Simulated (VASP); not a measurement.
**SnSe: single point with PBE+D3(BJ)**

Crystal: SnSe.

```xyz
8
Lattice="5.9775 0.0000 0.0000 0.0000 -5.9775 0.0000 0.0000 0.0000 -5.9775" Properties=species:S:1:pos:R:3 pbc="T T T"
Sn    0.0000    0.0000    0.0000
Sn    2.9888   -2.9888    0.0000
Sn    2.9888    0.0000   -2.9888
Sn    0.0000   -2.9888   -2.9888
Se    2.9888    0.0000    0.0000
Se    0.0000   -2.9888    0.0000
Se    0.0000    0.0000   -2.9888
Se    2.9888   -2.9888   -2.9888
```

```json
{"Program": "VASP 6.6.1", "Task": "single point", "Functional": "PBE", "Dispersion": "D3(BJ)", "Potentials or basis": "VASP PAW PBE potentials, release 64 (Sn_d, Se)", "Cutoff": "520 eV", "k mesh": "6 × 6 × 6", "Occupations": "gaussian, width 0.05 eV", "Spin": "no spin polarisation"}
```

| Property | Result |
| --- | --- |
| Pressure | 0.0 GPa |
| Band gap on the k mesh | 0.40 eV |
| Dispersion energy per atom | -0.361 eV |

Levels at points of the mesh, in eV from the valence-band top:
| k point | band 37 | band 38 | band 39 | band 40 | band 41 | band 42 | band 43 | band 44 |
| --- | --- | --- | --- | --- | --- | --- | --- | --- |
| (0.00, 0.00, 0.00) | -3.72 | -2.23 | -2.23 | -2.23 | 2.97 | 2.97 | 2.97 | 4.42 |
| (0.50, 0.00, 0.00) | -1.69 | -1.69 | -0.78 | -0.78 | 1.53 | 1.53 | 2.19 | 2.19 |
| (0.50, 0.50, 0.00) | -0.57 | -0.57 | -0.57 | -0.57 | 1.26 | 1.26 | 1.26 | 1.26 |
| (0.50, 0.50, 0.50) | 0.00 | 0.00 | 0.00 | 0.00 | 0.68 | 0.68 | 0.68 | 0.68 |

Wall time 3.3 min on 1 thread of Intel(R) Xeon(R) Platinum 8259CL CPU @ 2.50GHz (Skylake/Cascade Lake), with other jobs on the host, peak memory 0.43 GiB.

Caveat: semilocal functionals underestimate gaps, and a narrow one can read as zero; spin-orbit coupling is left out, which moves the levels of the heavy elements. A k mesh can miss the band edges.
